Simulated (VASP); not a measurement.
Write the native input for VASP 6.6.1 that does the following.

```yaml
Task: single point
Functional: PBE
Potentials_or_basis: VASP PAW PBE potentials, release 64 (Al, N)
Cutoff: 520 eV
k_mesh: 10 × 10 × 10
Occupations: gaussian, width 0.05 eV
Spin: no spin polarisation
Dipole_correction: no
Further_INCAR_settings: ALGO = Normal; EDIFF = 1e-07; NBANDS = 11
```

The structure of AlN lies in POSCAR:

```
AlN
1.0
    0.0000000000      2.1839935596      2.1293937206
    2.1839935596      0.0000000000      2.1293937206
    2.1839935596      2.1839935596      0.0000000000
Al N
1 1
Direct
    0.0000000000      0.0000000000      0.0000000000
    0.7500000000      0.7500000000      0.7500000000
```

This cell differs from its parent crystal: strain -0.0250 x Voigt [0, 0, 1, 0, 0, 0].

One way to write it, as run:

INCAR

```
ALGO = Normal
EDIFF = 1E-7
ENCUT = 520
GGA = PE
ISIF = 2
ISMEAR = 0
LASPH = True
LCHARG = False
LREAL = False
LWAVE = False
NBANDS = 11
NELM = 80
PREC = Accurate
SIGMA = 0.05
```

KPOINTS

```
k-points
0
Gamma
  10 10 10
```

Potentials or basis: VASP PAW PBE potentials, release 64 (Al, N).

The run is started by

```bash
$ cat potpaw_PBE.64/Al/POTCAR potpaw_PBE.64/N/POTCAR > POTCAR
$ mpirun -np 1 vasp_std > vasp.out
```

Results of the run:

```json
{
 "Pressure": "10.2 GPa",
 "Band gap on the k mesh": "3.19 eV, indirect (least direct gap 4.35 eV)"
}
```

Caveat: the cell differs from its parent crystal (strain -0.0250 x Voigt [0, 0, 1, 0, 0, 0]).

Run time: 12 s on 1 thread of AMD EPYC 9R45 96-Core Processor (Zen 5) (shared host), peak memory 0.11 GiB.
